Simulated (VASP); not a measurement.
# MgO in VASP: settings compared, part 2 of 2

VASP 6.6.1. The steps go on from the part before.

## 3. Single point, r2SCAN (uniaxial x strain +5.0%)

Contents of POSCAR:

```
MgO
1.0
    3.0695003668      0.0000000000      0.0000000000
   -1.5347501834      2.5314401434      0.0000000000
    0.0000000000      0.0000000000      5.0921016473
Mg O
2 2
Direct
    0.0000000000      0.0000000000      0.0000000000
    0.0000000000      0.0000000000      0.5000000000
    0.3318328285      0.6636656569      0.2500000000
    0.6681671715      0.3363343431      0.7500000000
```

Contents of INCAR.step1:

```
PREC = Accurate
ENCUT = 520
ISMEAR = 0
SIGMA = 0.01
LREAL = F
LASPH = T
NELM = 80
NBANDS = 16
GGA = PE
ALGO = Normal
EDIFF = 1E-4
LWAVE = T
LCHARG = F
```

Contents of INCAR.step2:

```
PREC = Accurate
ENCUT = 520
EDIFF = 1E-6
ISMEAR = 0
SIGMA = 0.01
LREAL = F
LASPH = T
NELM = 80
ALGO = Normal
ISIF = 2
LWAVE = F
LCHARG = T
METAGGA = R2SCAN
LMIXTAU = T
LELF = T
LVHAR = T
NBANDS = 16
ISTART = 1
```

Contents of KPOINTS:

```
Automatic mesh
0
Gamma
  12 12 6
```

Potentials or basis: VASP PAW PBE potentials, release 64 (Mg, O).

Command:

```console
> cat potpaw_PBE.64/Mg/POTCAR potpaw_PBE.64/O/POTCAR > POTCAR
> cp INCAR.step1 INCAR
> mpirun -np 1 vasp_std > vasp.out
> cp INCAR.step2 INCAR
> mpirun -np 1 vasp_std > vasp.out
```

OUTCAR:

```text
PREC = Accurate
   ENCUT = 520
   EDIFF = 1E-6
   ISMEAR = 0
   LREAL = F
   LASPH = T
   NELM = 80
   ISIF = 2
   METAGGA = R2SCAN
   ISTART = 1

 ion  position               nearest neighbor table
   1  0.000  0.000  0.000-   3 2.11   4 2.11   4 2.17   3 2.17   3 2.17   4 2.17   2 2.55   2 2.55

   2  0.000  0.000  0.500-   3 2.11   4 2.11   4 2.17   3 2.17   3 2.17   4 2.17   1 2.55   1 2.55

   3  0.332  0.664  0.250-   1 2.11   2 2.11   1 2.17   2 2.17   1 2.17   2 2.17
   4  0.668  0.336  0.750-   1 2.11   2 2.11   1 2.17   2 2.17   1 2.17   2 2.17

  Warning from LATTYP: Monoclinic adjustment (A1->A3, A2->A1, A3->A2)!
  LATTYP: Found a base centered orthorhombic cell.
 ALAT       =     3.0695003668
 B/A-ratio  =     1.6494151105
 C/A-ratio  =     1.6589350183

  Lattice vectors:

 A1 = (   1.5347501834,  -2.5314401434,   0.0000000000)
 A2 = (   1.5347501834,   2.5314401434,   0.0000000000)
 A3 = (   0.0000000000,   0.0000000000,   5.0921016473)

Analysis of symmetry for initial positions (statically):
=====================================================================
 Subroutine PRICEL returns:
 Original cell was already a primitive cell.

[... 179 lines left out ...]
 fundamental gap:      4.8646534385
 Fermi energy:         2.6248370862

 k-point     1 :       0.0000    0.0000    0.0000
  band No.  band energies     occupation
      1     -15.5506      2.00000
      2     -14.5344      2.00000
      3      -2.1072      2.00000
      4       1.8240      2.00000
      5       2.0300      2.00000
      6       2.1597      2.00000
[... 433 lines left out ...]
      3      -1.4545      2.00000
      4      -0.6491      2.00000
      5       0.1524      2.00000
      6       0.6219      2.00000
[... 8 lines left out ...]
     15      17.5516      0.00000
     16      21.0965      0.00000

 [... further k-points ...]

------------------------ aborting loop because EDIFF is reached ----------------------------------------

  FORCE on cell =-STRESS in cart. coord.  units (eV):
  Direction    XX          YY          ZZ          XY          YZ          ZX
  --------------------------------------------------------------------------------------
  -------------------------------------------------------------------------------------
  Total       -4.1247175     -1.3560044     -0.2033887      0.0000000      0.0000000      0.0000000
  in kB     -167.0214990    -54.9084595     -8.2357853      0.0000000      0.0000000      0.0000000
  external PRESSURE =     -76.7219146 kB  Pullay stress =       0.0000000 kB

 VOLUME and BASIS-vectors are now :
 -----------------------------------------------------------------------------
  energy-cutoff  :      520.00
  volume of cell :       39.57
      direct lattice vectors                 reciprocal lattice vectors
     3.069500367  0.000000000  0.000000000     0.325785920  0.197516027  0.000000000
    -1.534750183  2.531440143  0.000000000     0.000000000  0.395032054  0.000000000
     0.000000000  0.000000000  5.092101647     0.000000000  0.000000000  0.196382568

 POSITION                                       TOTAL-FORCE (eV/Angst)
 -----------------------------------------------------------------------------------
      0.00000      0.00000      0.00000         0.000000      0.000000      0.000000
      0.00000      0.00000      2.54605         0.000000      0.000000      0.000000
      0.00000      1.68003      1.27303        -0.000000     -0.002005     -0.000000
      1.53475      0.85141      3.81908         0.000000      0.002005     -0.000000
 -----------------------------------------------------------------------------------
    total drift:                                0.000000     -0.000000      0.000000

  FREE ENERGIE OF THE ION-ELECTRON SYSTEM (eV)
  ---------------------------------------------------
  free  energy   TOTEN  =       -31.5779354883 eV

  energy  without entropy=      -31.5779354883  energy(sigma->0) =      -31.57793549
```

OUTCAR.step1:

```text
PREC = Accurate
   ENCUT = 520
   ISMEAR = 0
   LREAL = F
[... 691 lines left out ...]
      0.00000      0.00000      0.00000        -0.000000      0.000000      0.000000
      0.00000      0.00000      2.54605         0.000000      0.000000      0.000000
      0.00000      1.68003      1.27303        -0.000000      0.019710      0.000000
      1.53475      0.85141      3.81908        -0.000000     -0.019710      0.000000
 -----------------------------------------------------------------------------------
    total drift:                                0.000000     -0.000000      0.000000

  FREE ENERGIE OF THE ION-ELECTRON SYSTEM (eV)
  ---------------------------------------------------
  free  energy   TOTEN  =       -23.1651815297 eV

  energy  without entropy=      -23.1651815297  energy(sigma->0) =      -23.16518153
```

OSZICAR.step1:

```text
N       E                     dE             d eps       ncg     rms          rms(c)
DAV:   1     0.498709559940E+02    0.49871E+02   -0.80306E+03  5912   0.901E+02
DAV:   2    -0.233916350149E+02   -0.73263E+02   -0.68014E+02  7576   0.191E+02
DAV:   3    -0.262637678642E+02   -0.28721E+01   -0.28667E+01  6408   0.369E+01
DAV:   4    -0.262737880745E+02   -0.10020E-01   -0.10020E-01  7144   0.255E+00
DAV:   5    -0.262738309933E+02   -0.42919E-04   -0.42919E-04  6432   0.163E-01    0.101E+01
DAV:   6    -0.232066732729E+02    0.30672E+01   -0.80574E+00  5568   0.225E+01    0.328E+00
DAV:   7    -0.231793475594E+02    0.27326E-01   -0.14750E-01  6032   0.318E+00    0.198E+00
DAV:   8    -0.231671772935E+02    0.12170E-01   -0.76080E-02  5736   0.298E+00    0.473E-01
DAV:   9    -0.231654957982E+02    0.16815E-02   -0.11096E-03  7440   0.324E-01    0.261E-01
DAV:  10    -0.231651873085E+02    0.30849E-03   -0.23600E-03  6040   0.389E-01    0.425E-02
DAV:  11    -0.231651815297E+02    0.57788E-05   -0.32865E-05  3144   0.568E-02
   1 F= -.23165182E+02 E0= -.23165182E+02  d E =-.281583E-21
```

Wall time 5.7 min (1 thread of Intel Xeon Platinum 8259CL at 2.50GHz (Skylake/Cascade Lake), shared host); peak memory 0.24 GiB.

Results:

| Item | Value |
| --- | --- |
| Free energy | -31.5779 eV |
| Pressure | -7.7 GPa |
| Band gap on the k mesh | 4.86 eV |

Forces on the atoms (eV/Å):
```
Mg   0.000  0.000  0.000
Mg   0.000  0.000  0.000
O    0.000 -0.002  0.000
O    0.000  0.002  0.000
```

Stress tensor (GPa, compression positive):
```
-16.70   0.00   0.00
  0.00  -5.49   0.00
  0.00   0.00  -0.82
```

Caveat: the cell differs from its parent crystal (uniaxial x strain +5.0%); the stress differs along the axes, from -17 to -1 GPa; the PAW data sets were made with another functional, which shifts forces and pressure a little. A k mesh can miss the band edges.

## 4. Single point, PBE (shear xy strain -5.6%)

Contents of INCAR:

```
  PREC = Accurate
  ENCUT = 520
  EDIFF = 1E-6
  ISMEAR = -1
  SIGMA = 0.02
  LREAL = F
  LASPH = T
  NELM = 80
  ALGO = Normal
  ISIF = 2
  LWAVE = F
  LCHARG = T
  GGA = PE
  LELF = T
  LVHAR = T
  NBANDS = 16
```

Contents of KPOINTS:

```
regular mesh
0
Gamma
  12 12 6
```

Contents of POSCAR:

```
MgO
1.0
    2.9230552965     -0.0819917011      0.0000000000
   -1.5325345443      2.5724359939      0.0000000000
    0.0000000000      0.0000000000      5.0921016473
Mg O
2 2
Direct
    0.0000000000      0.0000000000      0.0000000000
    0.0000000000      0.0000000000      0.5000000000
    0.3331115734      0.6651479499      0.2500000000
    0.6668884266      0.3348520501      0.7500000000
```

Command:

```console
> cat potpaw_PBE.64/Mg/POTCAR potpaw_PBE.64/O/POTCAR > POTCAR
> mpirun -np 1 vasp_std > vasp.out
```

Run time: 2.4 min. Hardware: 1 thread of Intel Xeon Platinum 8259CL at 2.50GHz (Skylake/Cascade Lake), shared host; peak memory 0.28 GiB.

The run converged. Its results:

```yaml
Free_energy: -23.1547 eV
Pressure: 5.4 GPa
Largest_force: 0.023 eV/Å
Band_gap_on_the_k_mesh: 4.31 eV
```

Forces in eV/Å, atoms in the order of the input:
```
Mg   0.000  0.000  0.000
Mg   0.000  0.000  0.000
O   -0.023  0.000  0.000
O    0.023  0.000  0.000
```

Stress tensor (GPa, compression positive):
```
4.80 7.32 0.00
7.32 5.57 0.00
0.00 0.00 5.82
```

Levels at points of the mesh, in eV from the valence-band top:
| k point | band 4 | band 5 | band 6 | band 7 | band 8 | band 9 | band 10 | band 11 | band 12 | band 13 |
| --- | --- | --- | --- | --- | --- | --- | --- | --- | --- | --- |
| (0.00, 0.00, 0.00) | -0.79 | -0.64 | -0.50 | -0.24 | 0.00 | 4.31 | 7.96 | 11.61 | 12.85 | 16.34 |
| (0.50, 0.00, 0.00) | -3.59 | -2.67 | -1.71 | -1.63 | -1.06 | 8.08 | 8.99 | 10.48 | 11.88 | 12.18 |
| (0.00, 0.50, 0.00) | -3.67 | -2.80 | -1.70 | -1.35 | -0.84 | 8.33 | 9.47 | 10.17 | 11.57 | 12.16 |
| (0.50, 0.50, 0.00) | -3.75 | -2.89 | -1.75 | -1.09 | -0.63 | 8.58 | 9.97 | 9.98 | 11.30 | 12.03 |
| (0.00, 0.00, 0.50) | -3.23 | -0.52 | -0.52 | -0.26 | -0.26 | 6.75 | 6.75 | 11.78 | 11.78 | 15.92 |
| (0.50, 0.00, 0.50) | -4.43 | -1.65 | -1.65 | -1.35 | -1.35 | 8.49 | 8.49 | 10.68 | 10.68 | 13.04 |
| (0.00, 0.50, 0.50) | -4.52 | -1.68 | -1.68 | -1.11 | -1.11 | 8.58 | 8.58 | 10.79 | 10.79 | 12.80 |
| (0.50, 0.50, 0.50) | -4.62 | -1.69 | -1.69 | -0.87 | -0.87 | 8.55 | 8.55 | 11.00 | 11.00 | 12.61 |

Caveat: the cell differs from its parent crystal (shear xy strain -5.6%); the cell stands under pressure.

## 5. Single point, r2SCAN (shear xy strain -5.6%)

POSCAR is that of step 4.

Contents of INCAR.step1:

```
PREC = Accurate ; ENCUT = 520
ISMEAR = 0 ; SIGMA = 0.01
LREAL = False ; LASPH = True
NELM = 80 ; NBANDS = 16
GGA = PE ; ALGO = Normal
EDIFF = 1E-4 ; LWAVE = True
LCHARG = False
```

Contents of INCAR.step2:

```
PREC = Accurate ; ENCUT = 520
EDIFF = 1E-6 ; ISMEAR = 0
SIGMA = 0.01 ; LREAL = False
LASPH = True ; NELM = 80
ALGO = Normal ; ISIF = 2
LWAVE = False ; LCHARG = True
METAGGA = R2SCAN ; LMIXTAU = True
LELF = True ; LVHAR = True
NBANDS = 16 ; ISTART = 1
```

Contents of KPOINTS:

```
Automatic mesh
0
Gamma
  12 12 6
```

Command:

```console
> cat potpaw_PBE.64/Mg/POTCAR potpaw_PBE.64/O/POTCAR > POTCAR
> cp INCAR.step1 INCAR
> mpirun -np 1 vasp_std > vasp.out
> cp INCAR.step2 INCAR
> mpirun -np 1 vasp_std > vasp.out
```

Run time: 9 min. Hardware: 1 thread of Intel Xeon Platinum 8259CL at 2.50GHz (Skylake/Cascade Lake), shared host; peak memory 0.29 GiB.

Results (log left out):

* Free energy: -31.6348 eV
* Pressure: -0.6 GPa
* Band gap on the k mesh: 5.16 eV

Forces on the atoms (eV/Å):
```
Mg   0.000  0.000  0.000
Mg   0.000  0.000  0.000
O    0.003  0.000  0.000
O   -0.003  0.000  0.000
```

Stress tensor (GPa, compression positive):
```
-0.88  7.66  0.00
 7.66 -0.12  0.00
 0.00  0.00 -0.82
```

Levels at points of the mesh, in eV from the valence-band top:
```
           k point  band 5  band 6  band 7  band 8  band 9  band 10  band 11  band 12
(0.00, 0.00, 0.00)   -0.65   -0.51   -0.25    0.00    5.16     8.88    12.77    13.87
(0.50, 0.00, 0.00)   -2.69   -1.73   -1.66   -1.09    8.98     9.94    11.54    13.01
(0.00, 0.50, 0.00)   -2.82   -1.72   -1.38   -0.86    9.24    10.43    11.22    12.69
(0.50, 0.50, 0.00)   -2.91   -1.76   -1.11   -0.65    9.50    10.94    11.01    12.42
(0.00, 0.00, 0.50)   -0.54   -0.54   -0.26   -0.26    7.64     7.64    12.81    12.81
(0.50, 0.00, 0.50)   -1.67   -1.67   -1.38   -1.38    9.43     9.43    11.64    11.64
(0.00, 0.50, 0.50)   -1.70   -1.70   -1.13   -1.13    9.53     9.53    11.76    11.76
(0.50, 0.50, 0.50)   -1.71   -1.71   -0.89   -0.89    9.50     9.50    11.99    11.99
```

Caveat: the cell differs from its parent crystal (shear xy strain -5.6%); the PAW data sets were made with another functional, which shifts forces and pressure a little. A k mesh can miss the band edges.

## 6. Summary

| level | cell | smearing | gap on the mesh (eV) | pressure (GPa) | largest force (eV/Å) |
| --- | --- | --- | --- | --- | --- |
| PBE | a = 3.070, b = 2.960, c = 5.092 Å, angles 90.0, 90.0, 121.2°, 4 atoms, uniaxial x strain +5.0% | fermi-dirac 0.02 eV | 4.02 | -1.9 | 0.02 |
| r2SCAN | a = 3.070, b = 2.960, c = 5.092 Å, angles 90.0, 90.0, 121.2°, 4 atoms, uniaxial x strain +5.0% | gaussian 0.01 eV | 4.86 | -7.7 | - |
| PBE | a = 2.924, b = 2.994, c = 5.092 Å, angles 90.0, 90.0, 122.4°, 4 atoms, shear xy strain -5.6% | fermi-dirac 0.02 eV | 4.31 | 5.4 | 0.02 |
| r2SCAN | a = 2.924, b = 2.994, c = 5.092 Å, angles 90.0, 90.0, 122.4°, 4 atoms, shear xy strain -5.6% | gaussian 0.01 eV | 5.16 | -0.6 | - |

Alike in all rows: task single point; potentials or basis VASP PAW PBE potentials, release 64 (Mg, O); no spin polarisation; k mesh 12 × 12 × 6; cutoff (eV) 520.

Caveats: the PAW data sets were made with another functional, which shifts forces and pressure a little (at least some runs); the stress differs along the axes, from -11 to 5 GPa (at least some runs); the stress differs along the axes, from -17 to -1 GPa (at least some runs); the cell stands under pressure (at least some runs).

Total energies depend on the potentials used, so only differences within one code and one set of settings carry meaning.
